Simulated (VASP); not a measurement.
# Si2W (I4/mmm) in VASP: further runs

Runs on Si2W. Level: PBE. Tasks: single point.

All numbers are computed with VASP 6.6.1; they aren't measurements. Logs are shortened: lines on timing, memory, paths and dates and some standing lists are left out, and cuts for length are marked.

### 1 The cell of the first run

It takes space group I4/mmm (No. 139, tetragonal). The conventional cell has a = 3.407 Å, b = 3.407 Å, c = 7.352 Å, α = 90.00°, β = 90.00°, γ = 90.00°. Si (site symmetry 4mm) has 5 Si at 2.43 to 2.71 Å and 5 W at 2.46 to 2.70 Å within 3.2 Å. W (site symmetry 4/mmm) has 10 Si at 2.46 to 2.70 Å within 3.2 Å.

### 2 Single point, PBE (volume 14.221 Å^3 an atom, c/a of the conventional cell 2.1579)

INCAR

```
SYSTEM = Si2W
PREC = Accurate
ENCUT = 520
EDIFF = 1E-6
ISMEAR = 0
SIGMA = 0.15
LREAL = .FALSE.
LASPH = .TRUE.
NELM = 80
ALGO = Normal
ISIF = 2
LWAVE = .FALSE.
LCHARG = .FALSE.
GGA = PE
NBANDS = 18
```

KPOINTS

```
regular mesh
0
G
  18 18 18
  0 0 0
```

POSCAR

```
Si2W
1.0
   -1.7034132782      1.7034132782      3.6757955130
    1.7034132782     -1.7034132782      3.6757955130
    1.7034132782      1.7034132782     -3.6757955130
Si W
2 1
Direct
    0.3345726944      0.3345726944      0.0000000000
    0.6654273056      0.6654273056      0.0000000000
    0.0000000000      0.0000000000      0.0000000000
```

Potentials or basis: VASP PAW PBE potentials, release 64 (Si, W_sv).

Run with:

```sh
$ cat potpaw_PBE.64/Si/POTCAR potpaw_PBE.64/W_sv/POTCAR > POTCAR
$ mpirun -np 1 vasp_std > vasp.out
```

OUTCAR:

```text
SYSTEM = Si2W
   PREC = Accurate
   ENCUT = 520
   EDIFF = 1E-6
   ISMEAR = 0
   LREAL = .FALSE.
   LASPH = .TRUE.
   NELM = 80
   ISIF = 2
   GGA = PE

 ion  position               nearest neighbor table
   1  0.335  0.335  0.000-   2 2.43   3 2.46   3 2.70   3 2.70   3 2.70   3 2.70   2 2.71   2 2.71
                             2 2.71   2 2.71
   2  0.665  0.665  0.000-   1 2.43   3 2.46   3 2.70   3 2.70   3 2.70   3 2.70   1 2.71   1 2.71
                             1 2.71   1 2.71
   3  0.000  0.000  0.000-   1 2.46   2 2.46   2 2.70   1 2.70   2 2.70   2 2.70   2 2.70   1 2.70
                             1 2.70   1 2.70

  LATTYP: Found a body centered tetragonal cell.
 ALAT       =     3.4068265564
 C/A-ratio  =     2.1579000000

  Lattice vectors:

 A1 = (  -1.7034132782,   1.7034132782,   3.6757955130)
 A2 = (   1.7034132782,  -1.7034132782,   3.6757955130)
 A3 = (   1.7034132782,   1.7034132782,  -3.6757955130)

Analysis of symmetry for initial positions (statically):
=====================================================================
 Subroutine PRICEL returns:
 Original cell was already a primitive cell.

 Routine SETGRP: Setting up the symmetry group for a
 body centered tetragonal supercell.

 Subroutine GETGRP returns: Found 16 space group operations
 (whereof 16 operations were pure point group operations)
 out of a pool of 16 trial point group operations.

The static configuration has the point symmetry D_4h.

Analysis of symmetry for dynamics (positions and initial velocities):
=====================================================================
 Subroutine PRICEL returns:
 Original cell was already a primitive cell.

 Routine SETGRP: Setting up the symmetry group for a
 body centered tetragonal supercell.

 Subroutine GETGRP returns: Found 16 space group operations
 (whereof 16 operations were pure point group operations)
 out of a pool of 16 trial point group operations.

The dynamic configuration has the point symmetry D_4h.

 Subroutine INISYM returns: Found 16 space group operations
 (whereof 16 operations are pure point group operations),
 and found     1 'primitive' translations

----------------------------------------------------------------------------------------

                                     Primitive cell

  volume of cell :      42.6630

  direct lattice vectors                    reciprocal lattice vectors
    -1.703413278  1.703413278  3.675795513     0.000000000  0.293528298  0.136024977
     1.703413278 -1.703413278  3.675795513     0.293528298  0.000000000  0.136024977
     1.703413278  1.703413278 -3.675795513     0.293528298  0.293528298  0.000000000

  length of vectors
     4.394849969  4.394849969  4.394849969     0.323514537  0.323514537  0.415111700

  position of ions in fractional coordinates (direct lattice)
     0.334572694  0.334572694  0.000000000
     0.665427306  0.665427306  0.000000000
     0.000000000  0.000000000  0.000000000

  ion indices of the primitive-cell ions
   primitive index   ion index
                 1           1
                 2           2
                 3           3

----------------------------------------------------------------------------------------

 KPOINTS: regular mesh

Automatic generation of k-mesh.
 Grid dimensions read from file:
 generate k-points for:   18   18   18

 Generating k-lattice:

  Cartesian coordinates                     Fractional coordinates (reciprocal lattice)
     0.000000000  0.016307128  0.007556943     0.055555556 -0.000000000  0.000000000
     0.016307128  0.000000000  0.007556943    -0.000000000  0.055555556  0.000000000
     0.016307128  0.016307128  0.000000000     0.000000000  0.000000000  0.055555556

  Length of vectors
     0.017973030  0.017973030  0.023061761

  Shift w.r.t. Gamma in fractional coordinates (k-lattice)
     0.000000000  0.000000000  0.000000000

 Subroutine IBZKPT returns following result:
 ===========================================

 Found    480 irreducible k-points:

 Following reciprocal coordinates:
            Coordinates               Weight
  0.000000  0.000000  0.000000      1.000000
  0.055556 -0.000000  0.000000      8.000000
  0.111111 -0.000000  0.000000      8.000000
  0.166667  0.000000  0.000000      8.000000
  0.222222  0.000000 -0.000000      8.000000
  0.277778  0.000000  0.000000      8.000000
[... 16 lines left out ...]
 -0.277778  0.055556  0.000000     16.000000
 -0.222222  0.055556  0.000000     16.000000
 [... further k-points ...]
   k-points           NKPTS =    480   k-points in BZ     NKDIM =    480   number of bands    NBANDS=     18
   number of dos      NEDOS =    301   number of ions     NIONS =      3
   total plane-waves  NPLWV =  46656
   dimension x,y,z NGX =    36 NGY =   36 NGZ =   36
   dimension x,y,z NGXF=    72 NGYF=   72 NGZF=   72
   ions per type =               2   1
   NGX,Y,Z   is equivalent  to a cutoff of  13.62, 13.62, 13.62 a.u.
   NGXF,Y,Z  is equivalent  to a cutoff of  27.24, 27.24, 27.24 a.u.
 SYSTEM =  Si2W
   PREC   = accura    normal or accurate (medium, high low for compatibility)
   ISTART =      0    job   : 0-new  1-cont  2-samecut
   ICHARG =      2    charge: 1-file 2-atom 10-const
   ISPIN  =      1    spin polarized calculation?
   LNONCOLLINEAR =      F non collinear calculations
   LSORBIT =      F    spin-orbit coupling
   LASPH  =      T    aspherical Exc in radial PAW
   ENCUT  =  520.0 eV  38.22 Ry    6.18 a.u.   8.17  8.17  8.17*2*pi/ulx,y,z
   NELM   =     80;   NELMIN=  2; NELMDL= -5     # of ELM steps
   EDIFF  = 0.1E-05   stopping-criterion for ELM
   LREAL  =      F    real-space projection
   EDIFFG = 0.1E-04   stopping-criterion for IOM
   NSW    =      0    number of steps for IOM
   IBRION =     -1    ionic relax: 0-MD 1-quasi-New 2-CG
   NFREE  =      0    steps in history (QN), initial steepest desc. (CG)
   ISIF   =      2    stress and relaxation
   ISYM   =      2    0-nonsym 1-usesym 2-fastsym
   POTIM  = 0.5000    time-step for ionic-motion
   TEBEG  =    0.0;   TEEND  =   0.0 temperature during run
   PSTRESS=    0.0 pullay stress
   NELECT =      22.0000    total number of electrons
   NUPDOWN=      -1.0000    fix difference up-down
   EMIN   =  10.00;   EMAX   =-10.00  energy-range for DOS
   EFERMI =   0.00;   METHOD = LEGACY
   ISMEAR =     0;   SIGMA  =   0.15  broadening in eV -4-tet -1-fermi 0-gaus
   EFERMI_NEDOS =   21; number of points for ismear=-14 and -15
   IALGO  =     38    algorithm
   IMIX   =      4    mixing-type and parameters
     AMIX     =   0.40;   BMIX     =  1.00
     AMIX_MAG =   1.60;   BMIX_MAG =  1.00
  volume/ion in A,a.u.               =      14.22        95.97
  Fermi-wavevector in a.u.,A,eV,Ry     =   1.312800  2.480832 23.448880  1.723444
  Thomas-Fermi vector in A             =   2.443167
   LORBIT       =      0    0 simple, 1 ext, 2 COOP (PROOUT), +10 PAW based schemes
   GGA     = PE    functional components
   LHFCALC =     F    Hartree Fock is set to
   AEXX    =    0.0000 exact exchange contribution
   IVDW    =     0    specifies the selected vdW correction
   LEPSILON=     F    determine dielectric tensor
   LRPA    =     F    only Hartree local field effects (RPA)
 non-spin polarized calculation
 Gauss-broadening in eV      SIGMA  =   0.15
  energy-cutoff  :      520.00
  volume of cell :       42.66
 maximum number of plane-waves:      1165
 NGX is ok and might be reduce to    36
   NGX = 17   NGY = 17   NGZ = 17

 number of electron      22.0000000 magnetization

 Free energy of the ion-electron system (eV)
  ---------------------------------------------------
  ext. energy  EPLUGINS =         0.00000000
  ---------------------------------------------------
  free energy    TOTEN  =       -24.26212728 eV

  energy without entropy =      -24.25761296  energy(sigma->0) =      -24.25987012

 E-fermi :  10.9464     XC(G=0): -12.2496

 val. band max:       10.9441803939   @ k =  -0.4444  -0.4444   0.3889
 cond. band min:      10.9637791626   @ k =  -0.3889   0.5000   0.3333
 fundamental gap:      0.0195987688
 Fermi energy:        10.9463766523

 k-point     1 :       0.0000    0.0000    0.0000
  band No.  band energies     occupation
      1     -62.7994      2.00000
      2     -27.0955      2.00000
      3     -27.0955      2.00000
      4     -26.9545      2.00000
      5      -2.4559      2.00000
      6       4.9457      2.00000
[... 10 lines left out ...]
     17      17.0887      0.00000
     18      17.0887      0.00000

 k-point     2 :       0.0556   -0.0000    0.0000
  band No.  band energies     occupation
      1     -62.7993      2.00000
      2     -27.0990      2.00000
      3     -27.0952      2.00000
      4     -26.9545      2.00000
      5      -2.4022      2.00000
      6       4.9410      2.00000
[... 10 lines left out ...]
     17      17.0541      0.00000
     18      17.2240      0.00000

 k-point     3 :       0.1111   -0.0000    0.0000
  band No.  band energies     occupation
      1     -62.7990      2.00000
      2     -27.1090      2.00000
      3     -27.0943      2.00000
      4     -26.9544      2.00000
      5      -2.2419      2.00000
      6       4.9127      2.00000
[... 10 lines left out ...]
     17      16.9581      0.00000
     18      17.5395      0.00000

 k-point     4 :       0.1667    0.0000    0.0000
  band No.  band energies     occupation
      1     -62.7986      2.00000
      2     -27.1244      2.00000
      3     -27.0931      2.00000
      4     -26.9542      2.00000
      5      -1.9781      2.00000
      6       4.8092      2.00000
[... 10 lines left out ...]
     17      16.8517      0.00000
     18      17.9787      0.00000

 k-point     5 :       0.2222    0.0000   -0.0000
  band No.  band energies     occupation
      1     -62.7981      2.00000
      2     -27.1432      2.00000
      3     -27.0915      2.00000
      4     -26.9539      2.00000
      5      -1.6159      2.00000
      6       4.5409      2.00000
[... 10 lines left out ...]
     17      16.9373      0.00000
     18      18.6087      0.00000

 k-point     6 :       0.2778    0.0000    0.0000
  band No.  band energies     occupation
      1     -62.7975      2.00000
      2     -27.1632      2.00000
      3     -27.0898      2.00000
      4     -26.9536      2.00000
      5      -1.1622      2.00000
      6       4.0731      2.00000
[... 10 lines left out ...]
     17      17.3532      0.00000
     18      19.3857      0.00000

 k-point     7 :       0.3333    0.0000    0.0000
  band No.  band energies     occupation
      1     -62.7970      2.00000
      2     -27.1818      2.00000
      3     -27.0882      2.00000
      4     -26.9533      2.00000
      5      -0.6264      2.00000
      6       3.4698      2.00000
[... 10 lines left out ...]
     17      17.7124      0.00000
     18      19.4685      0.00000

 k-point     8 :       0.3889    0.0000    0.0000
  band No.  band energies     occupation
      1     -62.7966      2.00000
      2     -27.1970      2.00000
      3     -27.0869      2.00000
      4     -26.9531      2.00000
      5      -0.0202      2.00000
      6       2.7936      2.00000
[... 10 lines left out ...]
     17      17.8127      0.00000
     18      18.8351      0.00000
[... 229 lines left out ...]
     17      17.9386      0.00000
     18      18.2617      0.00000

 k-point    20 :      -0.4444    0.0556    0.0000
  band No.  band energies     occupation
      1     -62.7962      2.00000
      2     -27.2064      2.00000
      3     -27.0894      2.00000
      4     -26.9523      2.00000
      5       0.5478      2.00000
      6       2.2501      2.00000
[... 10 lines left out ...]
     17      18.0180      0.00000
     18      18.6723      0.00000

 k-point    21 :      -0.3889    0.0556    0.0000
  band No.  band energies     occupation
      1     -62.7965      2.00000
      2     -27.1965      2.00000
      3     -27.0902      2.00000
      4     -26.9522      2.00000
      5      -0.0991      2.00000
      6       2.9650      2.00000
[... 10 lines left out ...]
     17      18.1327      0.00000
     18      19.0759      0.00000

 k-point    22 :      -0.3333    0.0556    0.0000
  band No.  band energies     occupation
      1     -62.7969      2.00000
      2     -27.1813      2.00000
      3     -27.0915      2.00000
      4     -26.9523      2.00000
      5      -0.6898      2.00000
      6       3.6593      2.00000
[... 10 lines left out ...]
     17      18.0068      0.00000
     18      18.7670      0.00000

 k-point    23 :      -0.2778    0.0556    0.0000
  band No.  band energies     occupation
      1     -62.7975      2.00000
      2     -27.1627      2.00000
      3     -27.0931      2.00000
      4     -26.9525      2.00000
      5      -1.2082      2.00000
      6       4.2998      2.00000
[... 10 lines left out ...]
     17      17.3241      0.00000
     18      18.8228      0.00000

 k-point    24 :      -0.2222    0.0556    0.0000
  band No.  band energies     occupation
      1     -62.7980      2.00000
      2     -27.1428      2.00000
      3     -27.0948      2.00000
      4     -26.9528      2.00000
      5      -1.6431      2.00000
      6       4.8046      2.00000
[... 10 lines left out ...]
     17      16.8302      0.00000
     18      18.7379      0.00000

 [... further k-points ...]

------------------------ aborting loop because EDIFF is reached ----------------------------------------

  FORCE on cell =-STRESS in cart. coord.  units (eV):
  Direction    XX          YY          ZZ          XY          YZ          ZX
  --------------------------------------------------------------------------------------
  -------------------------------------------------------------------------------------
  Total       -5.0777558     -5.0777558      8.6028380      0.0000000      0.0000000     -0.0000000
  in kB     -190.6913532   -190.6913532    323.0732004      0.0000000      0.0000000     -0.0000000
  external PRESSURE =     -19.4365020 kB  Pullay stress =       0.0000000 kB

 VOLUME and BASIS-vectors are now :
 -----------------------------------------------------------------------------
  energy-cutoff  :      520.00
  volume of cell :       42.66
      direct lattice vectors                 reciprocal lattice vectors
    -1.703413278  1.703413278  3.675795513     0.000000000  0.293528298  0.136024977
     1.703413278 -1.703413278  3.675795513     0.293528298  0.000000000  0.136024977
     1.703413278  1.703413278 -3.675795513     0.293528298  0.293528298  0.000000000

 POSITION                                       TOTAL-FORCE (eV/Angst)
 -----------------------------------------------------------------------------------
      0.00000      0.00000      2.45964        -0.000000     -0.000000      0.206347
      0.00000      0.00000      4.89195         0.000000      0.000000     -0.206347
      0.00000      0.00000      0.00000        -0.000000     -0.000000     -0.000000
 -----------------------------------------------------------------------------------
    total drift:                               -0.000000      0.000000      0.000000

  FREE ENERGIE OF THE ION-ELECTRON SYSTEM (eV)
  ---------------------------------------------------
  free  energy   TOTEN  =       -24.2621272767 eV

  energy  without entropy=      -24.2576129629  energy(sigma->0) =      -24.25987012
```

Wall time 13 min (1 thread of AMD EPYC 7R13, shared host); peak memory 0.45 GiB.

What came out:

```
Free energy            : -24.2621 eV
Pressure               : -1.9 GPa
Largest force          : 0.206 eV/Å
Band gap on the k mesh : zero (band 11 reaches 11.33 eV, above the bottom of band 12 at 10.83 eV)
```

Forces in eV/Å, atoms in the order of the input:
```
Si   0.000  0.000  0.206
Si   0.000  0.000 -0.206
W    0.000  0.000  0.000
```

Stress tensor (GPa, compression positive):
```
-19.07   0.00   0.00
  0.00 -19.07   0.00
  0.00   0.00  32.31
```

Caveat: spin-orbit coupling is left out, which moves the levels of the heavy elements.

### 3 Single point, PBE (volume 14.221 Å^3 an atom, c/a of the conventional cell 2.7505)

INCAR

```
PREC = Accurate
ENCUT = 520
EDIFF = 1E-6
ISMEAR = 0
SIGMA = 0.15
LREAL = False
LASPH = True
NELM = 100
ALGO = Normal
ISIF = 2
LWAVE = False
LCHARG = False
GGA = PE
NBANDS = 18
```

KPOINTS

```
regular mesh
0
Gamma
  18 18 18
```

POSCAR

```
Si2W
1.0
   -1.5710617320      1.5710617320      4.3212052938
    1.5710617320     -1.5710617320      4.3212052938
    1.5710617320      1.5710617320     -4.3212052938
Si W
2 1
Direct
    0.3345726944      0.3345726944      0.0000000000
    0.6654273056      0.6654273056      0.0000000000
    0.0000000000      0.0000000000      0.0000000000
```

Potentials or basis: VASP PAW PBE potentials, release 64 (Si, W_sv).

Run with:

```sh
$ cat potpaw_PBE.64/Si/POTCAR potpaw_PBE.64/W_sv/POTCAR > POTCAR
$ mpirun -np 1 vasp_std > vasp.out
```

Run time: 11 min. Hardware: 1 thread of AMD EPYC 7R13, shared host; peak memory 0.45 GiB.

The run converged. Its results:

- Free energy: -24.3555 eV
- Pressure: -6.7 GPa
- Largest force: 0.266 eV/Å
- Band gap on the k mesh: zero (band 11 reaches 12.55 eV, above the bottom of band 12 at 10.61 eV)

Forces on the atoms (eV/Å):
```
Si   0.000  0.000  0.266
Si   0.000  0.000 -0.266
W    0.000  0.000  0.000
```

Stress tensor (GPa, compression positive):
```
  4.85   0.00   0.00
  0.00   4.85   0.00
  0.00   0.00 -29.91
```

Levels at points of the mesh, in eV from the Fermi level:
```csv
k point,band 7,band 8,band 9,band 10,band 11,band 12,band 13,band 14,band 15,band 16
"(0.00, 0.00, 0.00)",-5.27,-3.27,-2.16,-2.16,1.23,3.06,3.21,3.26,3.73,3.73
"(0.50, 0.00, 0.00)",-5.99,-4.90,-2.89,-2.04,-0.05,2.55,2.60,3.41,3.41,5.86
"(0.50, 0.50, 0.00)",-5.63,-5.42,-4.59,-3.78,-1.64,1.60,2.35,2.42,3.37,3.94
"(0.50, 0.50, 0.50)",-3.56,-2.43,-0.57,-0.57,-0.05,-0.05,1.30,2.22,3.84,5.62
```

Caveat: spin-orbit coupling is left out, which moves the levels of the heavy elements.
